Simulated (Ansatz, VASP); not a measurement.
## Bi2Te3 in VASP and in Ansatz

```xyz
5
Lattice="2.2502 1.3279 10.1830 -2.1358 1.3060 10.1610 0.0382 -2.4814 10.1530" Properties=species:S:1:pos:R:3 pbc="T T T"
Bi    0.0610    0.0610   12.1988
Bi    0.0915    0.0915   18.2982
Te    0.0000    0.0000    0.0000
Te    0.0319    0.0319    6.3891
Te    0.1205    0.1205   24.1079
```

Change from the starting cell: equal xy, yz and zx shear strains of +1 %, crystal datasets.

Alike in both runs: task electric field gradients; functional PBEsol; k mesh 7 × 7 × 7; occupations fermi-dirac, width 0.08 eV; no spin polarisation.

|  | VASP | Ansatz |
| --- | --- | --- |
| version | VASP 6.6.1 | Ansatz 0.2.0 |
| potentials or method | VASP PAW PBE potentials, release 64 (Bi_d, Te), cutoff 520 eV | all-electron PAW with datasets made for the crystal, scalar-relativistic |

```tsv
	VASP	Ansatz	Ansatz less VASP
pressure (GPa)	-0.6	-0.6	0.00
traceless stress, the component that is largest in VASP (GPa)	-0.53	-0.53	+0.001
rms of the force components (eV/Å)	0.047	0.053	+0.0053
size of Vzz on the site where it differs most (V/Å²)	93.1	97.9	+4.83
```

VASP's potentials were made for PBE, not for PBEsol. Atom by atom the forces differ by 0.007 eV/Å (rms over components). Ansatz ran all-electron here, and VASP with PAW potentials.

Neither program's run includes spin-orbit coupling.
